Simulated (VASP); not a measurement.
# TiAl3 (I4/mmm) in VASP: further runs

The runs below take TiAl3 through single point, with PBEsol, SCAN.

Program: VASP 6.6.1. These are calculated values, not measurements. Logs are shortened: lines on timing, memory, paths and dates and some standing lists are left out, and cuts for length are marked.

## (1) The cell of the first run

Symmetry: I4/mmm, No. 139, tetragonal system. The conventional cell has a = 3.822 Å, b = 3.822 Å, c = 8.561 Å, α = 90.00°, β = 90.00°, γ = 90.00°. Ti (site symmetry 4/mmm) has 12 Al at 2.70 to 2.87 Å within 3.6 Å. Within 3.6 Å of Al (site symmetry -4m2) lie 8 Al at 2.70 to 2.87 Å and 4 Ti at 2.87 Å. Within 3.6 Å of Al (site symmetry 4/mmm) lie 4 Ti at 2.70 Å and 8 Al at 2.87 Å.

## (2) Single point, PBEsol

Contents of INCAR:

```
PREC = Accurate
ENCUT = 520
EDIFF = 1E-6
ISMEAR = 0
SIGMA = 0.05
LREAL = F
LASPH = T
NELM = 80
ALGO = Normal
ISIF = 2
LWAVE = F
LCHARG = T
GGA = PS
LELF = T
LVHAR = T
NBANDS = 18
```

Contents of KPOINTS:

```
regular mesh
0
Gamma
  8 8 8
```

Contents of POSCAR:

```
TiAl3
1.0
   -1.9111067713      1.9111067713      4.2806687947
    1.9111067713     -1.9111067713      4.2806687947
    1.9111067713      1.9111067713     -4.2806687947
Ti Al
1 3
Direct
    0.0000000000      0.0000000000      0.0000000000
    0.2500000000      0.7500000000      0.5000000000
    0.7500000000      0.2500000000      0.5000000000
    0.5000000000      0.5000000000      0.0000000000
```

Potentials or basis: VASP PAW PBE potentials, release 64 (Ti_sv, Al).

On the command line:

```sh
$ cat potpaw_PBE.64/Ti_sv/POTCAR potpaw_PBE.64/Al/POTCAR > POTCAR
$ mpirun -np 1 vasp_std > vasp.out
```

OUTCAR:

```text
PREC = Accurate
   ENCUT = 520
   EDIFF = 1E-6
   ISMEAR = 0
   LREAL = F
   LASPH = T
   NELM = 80
   ISIF = 2
   GGA = PS

 ion  position               nearest neighbor table
   1  0.000  0.000  0.000-   4 2.70   4 2.70   4 2.70   4 2.70   3 2.87   2 2.87   3 2.87   2 2.87
                             3 2.87   3 2.87   2 2.87   2 2.87
   2  0.250  0.750  0.500-   3 2.70   3 2.70   3 2.70   3 2.70   4 2.87   1 2.87   4 2.87   4 2.87
                             1 2.87   1 2.87   4 2.87   1 2.87
   3  0.750  0.250  0.500-   2 2.70   2 2.70   2 2.70   2 2.70   4 2.87   1 2.87   4 2.87   1 2.87
                             4 2.87   4 2.87   1 2.87   1 2.87
   4  0.500  0.500  0.000-   1 2.70   1 2.70   1 2.70   1 2.70   3 2.87   2 2.87   3 2.87   3 2.87
                             2 2.87   2 2.87   3 2.87   2 2.87

  LATTYP: Found a body centered tetragonal cell.
 ALAT       =     3.8222135426
 C/A-ratio  =     2.2398899208

  Lattice vectors:

 A1 = (  -1.9111067713,   1.9111067713,   4.2806687947)
 A2 = (   1.9111067713,  -1.9111067713,   4.2806687947)
 A3 = (   1.9111067713,   1.9111067713,  -4.2806687947)

Analysis of symmetry for initial positions (statically):
=====================================================================
 Subroutine PRICEL returns:
 Original cell was already a primitive cell.

 Routine SETGRP: Setting up the symmetry group for a
 body centered tetragonal supercell.

 Subroutine GETGRP returns: Found 16 space group operations
 (whereof 16 operations were pure point group operations)
 out of a pool of 16 trial point group operations.

The static configuration has the point symmetry D_4h.

Analysis of symmetry for dynamics (positions and initial velocities):
=====================================================================
 Subroutine PRICEL returns:
 Original cell was already a primitive cell.

 Routine SETGRP: Setting up the symmetry group for a
 body centered tetragonal supercell.

 Subroutine GETGRP returns: Found 16 space group operations
 (whereof 16 operations were pure point group operations)
 out of a pool of 16 trial point group operations.

The dynamic configuration has the point symmetry D_4h.

 Subroutine INISYM returns: Found 16 space group operations
 (whereof 16 operations are pure point group operations),
 and found     1 'primitive' translations

----------------------------------------------------------------------------------------

                                     Primitive cell

  volume of cell :      62.5376

  direct lattice vectors                    reciprocal lattice vectors
[... 89 lines left out ...]
   ENCUT  =  520.0 eV  38.22 Ry    6.18 a.u.   9.41  9.41  9.41*2*pi/ulx,y,z
   NELM   =     80;   NELMIN=  2; NELMDL= -5     # of ELM steps
   EDIFF  = 0.1E-05   stopping-criterion for ELM
   LREAL  =      F    real-space projection
[... 7 lines left out ...]
   TEBEG  =    0.0;   TEEND  =   0.0 temperature during run
   PSTRESS=    0.0 pullay stress
   NELECT =      21.0000    total number of electrons
   NUPDOWN=      -1.0000    fix difference up-down
   EMIN   =  10.00;   EMAX   =-10.00  energy-range for DOS
   EFERMI =   0.00;   METHOD = LEGACY
   ISMEAR =     0;   SIGMA  =   0.05  broadening in eV -4-tet -1-fermi 0-gaus
   EFERMI_NEDOS =   21; number of points for ismear=-14 and -15
   IALGO  =     38    algorithm
   IMIX   =      4    mixing-type and parameters
     AMIX     =   0.40;   BMIX     =  1.00
     AMIX_MAG =   1.60;   BMIX_MAG =  1.00
  volume/ion in A,a.u.               =      15.63       105.51
  Fermi-wavevector in a.u.,A,eV,Ry     =   1.137891  2.150303 17.616776  1.294796
  Thomas-Fermi vector in A             =   2.274596
   LORBIT       =      0    0 simple, 1 ext, 2 COOP (PROOUT), +10 PAW based schemes
   GGA     = PS    functional components
   LHFCALC =     F    Hartree Fock is set to
   AEXX    =    0.0000 exact exchange contribution
   IVDW    =     0    specifies the selected vdW correction
   LEPSILON=     F    determine dielectric tensor
   LRPA    =     F    only Hartree local field effects (RPA)
 non-spin polarized calculation
 Gauss-broadening in eV      SIGMA  =   0.05
  energy-cutoff  :      520.00
  volume of cell :       62.54
 maximum number of plane-waves:      1696
 NGX is ok and might be reduce to    40
   NGX = 19   NGY = 19   NGZ = 19

 number of electron      20.9999999 magnetization

 Free energy of the ion-electron system (eV)
  ---------------------------------------------------
  ext. energy  EPLUGINS =         0.00000000
  ---------------------------------------------------
  free energy    TOTEN  =       -22.23441979 eV

  energy without entropy =      -22.23309022  energy(sigma->0) =      -22.23375501

 E-fermi :   8.2817     XC(G=0): -10.8778

 val. band max:        8.2793637629   @ k =  -0.3750   0.5000   0.2500
 cond. band min:       8.3288177381   @ k =  -0.3750   0.3750   0.3750
 fundamental gap:      0.0494539752
 Fermi energy:         8.2816842832

 k-point     1 :       0.0000    0.0000    0.0000
  band No.  band energies     occupation
      1     -47.9209      2.00000
      2     -24.3415      2.00000
      3     -24.3415      2.00000
      4     -24.2603      2.00000
      5      -1.8284      2.00000
      6       5.4236      2.00000
[... 481 lines left out ...]
      5       1.4505      2.00000
      6       1.9358      2.00000
[... 10 lines left out ...]
     17      13.3745      0.00000
     18      13.9461      0.00000

 [... further k-points ...]

------------------------ aborting loop because EDIFF is reached ----------------------------------------

  FORCE on cell =-STRESS in cart. coord.  units (eV):
  Direction    XX          YY          ZZ          XY          YZ          ZX
  --------------------------------------------------------------------------------------
  -------------------------------------------------------------------------------------
  Total       -0.1663406     -0.1663406     -0.1503040      0.0000000      0.0000000      0.0000000
  in kB       -4.2615466     -4.2615466     -3.8506994      0.0000000      0.0000000      0.0000000
  external PRESSURE =      -4.1245975 kB  Pullay stress =       0.0000000 kB

 VOLUME and BASIS-vectors are now :
 -----------------------------------------------------------------------------
  energy-cutoff  :      520.00
  volume of cell :       62.54
      direct lattice vectors                 reciprocal lattice vectors
    -1.911106771  1.911106771  4.280668795     0.000000000  0.261628501  0.116804178
     1.911106771 -1.911106771  4.280668795     0.261628501  0.000000000  0.116804178
     1.911106771  1.911106771 -4.280668795     0.261628501  0.261628501  0.000000000

 POSITION                                       TOTAL-FORCE (eV/Angst)
 -----------------------------------------------------------------------------------
      0.00000      0.00000      0.00000        -0.000000      0.000000     -0.000000
      1.91111      0.00000      2.14033         0.000000     -0.000000      0.000000
      0.00000      1.91111      2.14033        -0.000000     -0.000000      0.000000
      0.00000      0.00000      4.28067        -0.000000      0.000000     -0.000000
 -----------------------------------------------------------------------------------
    total drift:                               -0.000000     -0.000000     -0.000000

  FREE ENERGIE OF THE ION-ELECTRON SYSTEM (eV)
  ---------------------------------------------------
  free  energy   TOTEN  =       -22.2344197925 eV

  energy  without entropy=      -22.2330902190  energy(sigma->0) =      -22.23375501
```

OSZICAR:

```text
N       E                     dE             d eps       ncg     rms          rms(c)
DAV:   1     0.120515958349E+03    0.12052E+03   -0.92219E+03  2124   0.108E+03
DAV:   2    -0.155756409197E+02   -0.13609E+03   -0.13213E+03  2166   0.283E+02
DAV:   3    -0.241013875114E+02   -0.85257E+01   -0.84064E+01  3330   0.666E+01
DAV:   4    -0.243375709189E+02   -0.23618E+00   -0.23563E+00  2744   0.994E+00
DAV:   5    -0.243449964477E+02   -0.74255E-02   -0.74237E-02  3140   0.174E+00    0.113E+01
DAV:   6    -0.230039879891E+02    0.13410E+01   -0.20689E+01  2852   0.351E+01    0.675E+00
DAV:   7    -0.223260087587E+02    0.67798E+00   -0.78642E+00  2698   0.201E+01    0.316E+00
DAV:   8    -0.222905822443E+02    0.35427E-01   -0.11642E+00  2690   0.855E+00    0.185E+00
DAV:   9    -0.222346458498E+02    0.55936E-01   -0.40539E-01  2764   0.488E+00    0.274E-01
DAV:  10    -0.222366546288E+02   -0.20088E-02   -0.10058E-02  2536   0.675E-01    0.352E-01
DAV:  11    -0.222344621085E+02    0.21925E-02   -0.79367E-03  2956   0.615E-01    0.758E-02
DAV:  12    -0.222344207540E+02    0.41355E-04   -0.52530E-04  2850   0.158E-01    0.452E-02
DAV:  13    -0.222344219011E+02   -0.11471E-05   -0.87839E-06  2422   0.222E-02    0.594E-02
DAV:  14    -0.222344201915E+02    0.17096E-05   -0.29978E-06  2430   0.144E-02    0.126E-02
DAV:  15    -0.222344197925E+02    0.39896E-06   -0.75543E-07  1280   0.576E-03
   1 F= -.22234420E+02 E0= -.22233755E+02  d E =-.132957E-02
```

It took 2.9 min on 1 thread of Intel Xeon 8259CL, shared host; peak memory 0.27 GiB.

Results:

| Quantity | Value |
| --- | --- |
| Free energy | -22.2344 eV |
| Pressure | -0.4 GPa |
| Band gap on the k mesh | zero (an odd number of electrons rules out a gap without spin polarisation) |

Caveat: the PAW data sets were made with another functional, which shifts forces and pressure a little.

## (3) Single point, PBEsol

Contents of INCAR:

```
SYSTEM = TiAl3
PREC = Accurate
ENCUT = 520
EDIFF = 1E-6
ISMEAR = 0
SIGMA = 0.05
LREAL = .FALSE.
LASPH = .TRUE.
NELM = 80
ALGO = Normal
ISIF = 2
LWAVE = .FALSE.
LCHARG = .FALSE.
GGA = PS
NBANDS = 18
```

Contents of KPOINTS:

```
regular mesh
0
G
  8 8 8
  0 0 0
```

POSCAR is that of step 2.

Potentials or basis: VASP PAW PBE potentials, release 64 (Ti_sv, Al).

On the command line:

```sh
$ cat potpaw_PBE.64/Ti_sv/POTCAR potpaw_PBE.64/Al/POTCAR > POTCAR
$ mpirun -np 1 vasp_std > vasp.out
```

Run time: 2.5 min. Hardware: 1 thread of Intel Xeon 8259CL, shared host; peak memory 0.27 GiB.

Results (log left out):

| Item | Value |
| --- | --- |
| Free energy | -22.2344 eV |
| Pressure | -0.4 GPa |
| Band gap on the k mesh | zero (an odd number of electrons rules out a gap without spin polarisation) |

Levels at points of the mesh, in eV from the Fermi level:
| k point | band 8 | band 9 | band 10 | band 11 | band 12 | band 13 | band 14 | band 15 |
| --- | --- | --- | --- | --- | --- | --- | --- | --- |
| (0.00, 0.00, 0.00) | -1.42 | -1.23 | -1.23 | 0.84 | 1.76 | 1.76 | 2.24 | 2.49 |
| (0.50, 0.00, 0.00) | -2.94 | -1.05 | -0.26 | 0.51 | 1.81 | 2.10 | 2.74 | 3.18 |
| (0.50, 0.50, 0.00) | -3.76 | -2.70 | -2.20 | -0.99 | 1.77 | 1.95 | 2.71 | 2.85 |
| (0.50, 0.50, 0.50) | -0.91 | -0.91 | -0.24 | 0.71 | 0.71 | 0.96 | 3.07 | 4.79 |

Caveat: the PAW data sets were made with another functional, which shifts forces and pressure a little.

## (4) Single point, SCAN

Contents of INCAR:

```
ALGO = Normal ; EDIFF = 1E-6
ENCUT = 440 ; GGA_COMPAT = False
ISIF = 2 ; ISMEAR = 1
KPAR = 2 ; LASPH = True
LCHARG = False ; LMIXTAU = True
LREAL = False ; LWAVE = False
METAGGA = SCAN ; NELM = 120
PREC = Accurate ; SIGMA = 0.1
```

Contents of KPOINTS:

```
k-points
0
Gamma
  12 12 12
```

POSCAR is that of step 3.

On the command line:

```sh
$ cat potpaw_PBE.64/Ti_sv/POTCAR potpaw_PBE.64/Al/POTCAR > POTCAR
$ mpirun -np 2 vasp_std > vasp.out
```

Wall time 4.8 min (2 MPI ranks of AMD EPYC 9R45 (Zen 5), shared host); peak memory 0.27 GiB.

Results (log left out):

```
Free energy            : -40.9289 eV
Pressure               : -0.2 GPa
Band gap on the k mesh : zero (an odd number of electrons rules out a gap without spin polarisation)
```

Stress tensor (GPa, compression positive):
```
-0.27  0.00  0.00
 0.00 -0.27  0.00
 0.00  0.00 -0.01
```

Levels at points of the mesh, in eV from the Fermi level:
```csv
k point,band 7,band 8,band 9,band 10,band 11,band 12,band 13,band 14
"(0.00, 0.00, 0.00)",-2.79,-1.43,-1.29,-1.29,0.86,1.79,1.79,2.25
"(0.50, 0.00, 0.00)",-3.79,-3.06,-1.13,-0.25,0.55,2.02,2.13,2.87
"(0.50, 0.50, 0.00)",-4.51,-4.00,-2.87,-2.28,-1.02,1.90,2.19,2.77
"(0.50, 0.50, 0.50)",-2.03,-1.00,-1.00,-0.24,0.77,0.77,0.99,3.16
```

Caveat: the PAW data sets were made with another functional, which shifts forces and pressure a little.
